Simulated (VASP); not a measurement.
# InP (F-43m) in VASP: single point with PBEsol

Aim: the single point of InP with PBEsol.

Program: VASP 6.6.1. These are calculated values, not measurements. Logs are shortened: lines on timing, memory, paths and dates and some standing lists are left out, and cuts for length are marked.

## Step 1: The cell of the first run

It takes space group F-43m (No. 216, cubic). The conventional cell has a = 5.878 Å, b = 5.878 Å, c = 5.878 Å, α = 90.00°, β = 90.00°, γ = 90.00°. In (site symmetry -43m) has 4 P at 2.55 Å within 3.4 Å. Within 3.4 Å of P (site symmetry -43m) lie 4 In at 2.55 Å.

## Step 2: Single point, PBEsol, non-collinear spin, zero start, spin-orbit coupling

INCAR reads:

```
PREC = Accurate
ENCUT = 520
EDIFF = 1E-6
ISMEAR = 0
SIGMA = 0.02
LREAL = False
LASPH = True
NELM = 150
ALGO = Normal
ISIF = 2
LWAVE = False
LCHARG = False
LNONCOLLINEAR = True
MAGMOM = 0 0 0 0 0 0
LORBIT = 11
LSORBIT = True
GGA_COMPAT = False
LORBMOM = True
GGA = PS
NBANDS = 30
```

KPOINTS reads:

```
Automatic mesh
0
Gamma
  10 10 10
```

POSCAR reads:

```
InP
1.0
    0.0000000000      2.9390910338      2.9390910338
    2.9390910338      0.0000000000      2.9390910338
    2.9390910338      2.9390910338      0.0000000000
In P
1 1
Direct
    0.0000000000      0.0000000000      0.0000000000
    0.2500000000      0.2500000000      0.2500000000
```

Potentials or basis: VASP PAW PBE potentials, release 64 (In_d, P).

On the command line:

```bash
$ cat potpaw_PBE.64/In_d/POTCAR potpaw_PBE.64/P/POTCAR > POTCAR
$ mpirun -np 1 vasp_ncl > vasp.out
```

OUTCAR:

```text
PREC = Accurate
   ENCUT = 520
   EDIFF = 1E-6
   ISMEAR = 0
   LREAL = False
   LASPH = True
   NELM = 150
   ISIF = 2
   LNONCOLLINEAR = True
   LORBIT = 11
   LSORBIT = True
   GGA = PS

 ion  position               nearest neighbor table
   1  0.000  0.000  0.000-   2 2.55   2 2.55   2 2.55   2 2.55
   2  0.250  0.250  0.250-   1 2.55   1 2.55   1 2.55   1 2.55

  LATTYP: Found a face centered cubic cell.
 ALAT       =     5.8781820676

  Lattice vectors:

 A1 = (   0.0000000000,   2.9390910338,   2.9390910338)
 A2 = (   2.9390910338,   0.0000000000,   2.9390910338)
 A3 = (   2.9390910338,   2.9390910338,   0.0000000000)

Analysis of symmetry for initial positions (statically):
=====================================================================
 Subroutine PRICEL returns:
 Original cell was already a primitive cell.

 Routine SETGRP: Setting up the symmetry group for a
 face centered cubic supercell.

 Subroutine GETGRP returns: Found 24 space group operations
 (whereof 24 operations were pure point group operations)
 out of a pool of 48 trial point group operations.

The static configuration has the point symmetry T_d .

Analysis of symmetry for dynamics (positions and initial velocities):
=====================================================================
 Subroutine PRICEL returns:
 Original cell was already a primitive cell.

 Routine SETGRP: Setting up the symmetry group for a
 face centered cubic supercell.

 Subroutine GETGRP returns: Found 24 space group operations
 (whereof 24 operations were pure point group operations)
 out of a pool of 48 trial point group operations.

The dynamic configuration has the point symmetry T_d .

Analysis of structural, dynamic, and magnetic symmetry:
=====================================================================
 Subroutine PRICEL returns:
 Original cell was already a primitive cell.

 Routine SETGRP: Setting up the symmetry group for a
 face centered cubic supercell.

 Subroutine GETGRP returns: Found 24 space group operations
 (whereof 24 operations were pure point group operations)
 out of a pool of 48 trial point group operations.

The overall configuration has the point symmetry T_d .

 Subroutine INISYM returns: Found 24 space group operations
 (whereof 24 operations are pure point group operations),
 and found     1 'primitive' translations

----------------------------------------------------------------------------------------

                                     Primitive cell

  volume of cell :      50.7772

  direct lattice vectors                    reciprocal lattice vectors
     0.000000000  2.939091034  2.939091034    -0.170120624  0.170120624  0.170120624
     2.939091034  0.000000000  2.939091034     0.170120624 -0.170120624  0.170120624
     2.939091034  2.939091034  0.000000000     0.170120624  0.170120624 -0.170120624

  length of vectors
     4.156502401  4.156502401  4.156502401     0.294657564  0.294657564  0.294657564

  position of ions in fractional coordinates (direct lattice)
     0.000000000  0.000000000  0.000000000
     0.250000000  0.250000000  0.250000000

  ion indices of the primitive-cell ions
   primitive index   ion index
                 1           1
                 2           2

----------------------------------------------------------------------------------------

 KPOINTS: Automatic mesh

Automatic generation of k-mesh.
 Grid dimensions read from file:
 generate k-points for:   10   10   10

 Generating k-lattice:

  Cartesian coordinates                     Fractional coordinates (reciprocal lattice)
    -0.017012062  0.017012062  0.017012062     0.100000000  0.000000000  0.000000000
     0.017012062 -0.017012062  0.017012062     0.000000000  0.100000000  0.000000000
[... 98 lines left out ...]

 number of electron      18.0000007 magnetization      -0.0000000      0.0000000      0.0000000

 Free energy of the ion-electron system (eV)
  ---------------------------------------------------
  ext. energy  EPLUGINS =         0.00000000
  ---------------------------------------------------
  free energy    TOTEN  =        -9.19303591 eV

  energy without entropy =       -9.19303591  energy(sigma->0) =       -9.19303591

 E-fermi :   5.1257     XC(G=0):  -9.4405

 val. band max:        5.0241860406   @ k =   0.0000   0.0000   0.0000
 cond. band min:       5.5629995692   @ k =   0.0000   0.0000   0.0000
 fundamental gap:      0.5388135286
 Fermi energy:         5.1256719306

 k-point     1 :       0.0000    0.0000    0.0000
  band No.  band energies     occupation
      1      -9.5835      1.00000
      2      -9.5835      1.00000
      3      -9.5835      1.00000
      4      -9.5835      1.00000
      5      -8.8044      1.00000
      6      -8.8044      1.00000
[... 781 lines left out ...]
     29      13.9604      0.00000
     30      13.9665      0.00000

 [... further k-points ...]

------------------------ aborting loop because EDIFF is reached ----------------------------------------

  FORCE on cell =-STRESS in cart. coord.  units (eV):
  Direction    XX          YY          ZZ          XY          YZ          ZX
  --------------------------------------------------------------------------------------
  -------------------------------------------------------------------------------------
  Total       -0.0156501     -0.0156501     -0.0156501      0.0000000     -0.0000000     -0.0000000
  in kB       -0.4938100     -0.4938100     -0.4938100      0.0000000     -0.0000000     -0.0000000
  external PRESSURE =      -0.4938100 kB  Pullay stress =       0.0000000 kB

 VOLUME and BASIS-vectors are now :
 -----------------------------------------------------------------------------
  energy-cutoff  :      520.00
  volume of cell :       50.78
      direct lattice vectors                 reciprocal lattice vectors
     0.000000000  2.939091034  2.939091034    -0.170120624  0.170120624  0.170120624
     2.939091034  0.000000000  2.939091034     0.170120624 -0.170120624  0.170120624
     2.939091034  2.939091034  0.000000000     0.170120624  0.170120624 -0.170120624

 POSITION                                       TOTAL-FORCE (eV/Angst)
 -----------------------------------------------------------------------------------
      0.00000      0.00000      0.00000         0.000000      0.000000      0.000000
      1.46955      1.46955      1.46955        -0.000000     -0.000000     -0.000000
 -----------------------------------------------------------------------------------
    total drift:                                0.000000      0.000000      0.000000

  FREE ENERGIE OF THE ION-ELECTRON SYSTEM (eV)
  ---------------------------------------------------
  free  energy   TOTEN  =        -9.1930359052 eV

  energy  without entropy=       -9.1930359052  energy(sigma->0) =       -9.19303591

 orbital moment (x)

 # of ion     p       d       tot
 ----------------------------------------
  1         0.000  -0.000   0.000
  2        -0.000   0.000  -0.000
 ----------------------------------------
            0.000  -0.000   0.000

 orbital moment (y)

 # of ion     p       d       tot
 ----------------------------------------
  1         0.000  -0.000  -0.000
  2        -0.000   0.000  -0.000
 ----------------------------------------
           -0.000  -0.000  -0.000

 orbital moment (z)

 # of ion     p       d       tot
 ----------------------------------------
  1         0.000  -0.000  -0.000
  2         0.000   0.000   0.000
 ----------------------------------------
            0.000  -0.000  -0.000

 Spin-Orbit-Coupling matrix elements

 Ion:    1  E_soc:     -0.0719711
 l=   1
     0.0000000    -0.0054576    -0.0054576
    -0.0054576     0.0000000    -0.0054576
    -0.0054576    -0.0054576     0.0000000
 l=   2
     0.0000000    -0.0013377     0.0000000    -0.0013377    -0.0051999
    -0.0013377     0.0000000    -0.0038999    -0.0013377    -0.0013000
     0.0000000    -0.0038999     0.0000000    -0.0038999     0.0000000
    -0.0013377    -0.0013377    -0.0038999     0.0000000    -0.0013000
    -0.0051999    -0.0013000     0.0000000    -0.0013000     0.0000000
 l=   3
     0.0000000     0.0000000     0.0000000     0.0000000     0.0000000     0.0000000     0.0000000
     0.0000000     0.0000000     0.0000000     0.0000000     0.0000000     0.0000000     0.0000000
     0.0000000     0.0000000     0.0000000     0.0000000     0.0000000     0.0000000     0.0000000
     0.0000000     0.0000000     0.0000000     0.0000000     0.0000000     0.0000000     0.0000000
     0.0000000     0.0000000     0.0000000     0.0000000     0.0000000     0.0000000     0.0000000
     0.0000000     0.0000000     0.0000000     0.0000000     0.0000000     0.0000000     0.0000000
     0.0000000     0.0000000     0.0000000     0.0000000     0.0000000     0.0000000     0.0000000

 Ion:    2  E_soc:     -0.0011281
 l=   1
     0.0000000    -0.0001880    -0.0001880
    -0.0001880     0.0000000    -0.0001880
    -0.0001880    -0.0001880     0.0000000
 l=   2
     0.0000000     0.0000000     0.0000000     0.0000000     0.0000000
     0.0000000     0.0000000     0.0000000     0.0000000     0.0000000
     0.0000000     0.0000000     0.0000000     0.0000000     0.0000000
     0.0000000     0.0000000     0.0000000     0.0000000     0.0000000
     0.0000000     0.0000000     0.0000000     0.0000000     0.0000000
 l=   3
     0.0000000     0.0000000     0.0000000     0.0000000     0.0000000     0.0000000     0.0000000
     0.0000000     0.0000000     0.0000000     0.0000000     0.0000000     0.0000000     0.0000000
     0.0000000     0.0000000     0.0000000     0.0000000     0.0000000     0.0000000     0.0000000
     0.0000000     0.0000000     0.0000000     0.0000000     0.0000000     0.0000000     0.0000000
     0.0000000     0.0000000     0.0000000     0.0000000     0.0000000     0.0000000     0.0000000
     0.0000000     0.0000000     0.0000000     0.0000000     0.0000000     0.0000000     0.0000000
     0.0000000     0.0000000     0.0000000     0.0000000     0.0000000     0.0000000     0.0000000

 total charge

# of ion       s       p       d       tot
------------------------------------------
    1        0.829   0.767   9.899  11.496
    2        1.029   1.472   0.000   2.501
--------------------------------------------------
tot          1.858   2.239   9.899  13.997

 magnetization (x)

# of ion       s       p       d       tot
------------------------------------------
    1       -0.000   0.000   0.000   0.000
    2        0.000   0.000   0.000   0.000
--------------------------------------------------
tot          0.000   0.000   0.000   0.000

 magnetization (y)

# of ion       s       p       d       tot
------------------------------------------
    1        0.000   0.000   0.000   0.000
    2       -0.000   0.000   0.000  -0.000
--------------------------------------------------
tot         -0.000   0.000   0.000  -0.000

 magnetization (z)

# of ion       s       p       d       tot
------------------------------------------
    1       -0.000   0.000   0.000   0.000
    2        0.000  -0.000   0.000   0.000
--------------------------------------------------
tot          0.000   0.000   0.000   0.000
```

Wall time 5.3 min (1 thread of Intel Xeon 8259CL, shared host); peak memory 0.4 GiB.

Results:

```
Free energy                                           : -9.1930 eV
Pressure                                              : 0.0 GPa
Net moment                                            : 0.00 μB per cell
Valence electrons inside the program's atomic spheres : In 11.50; P 2.50
```

Moments on the atoms (μB; x, y, z):
```
In  0.00 0.00 0.00
P   0.00 0.00 0.00
```

Caveat: the PAW data sets were made with another functional, which shifts forces and pressure a little.
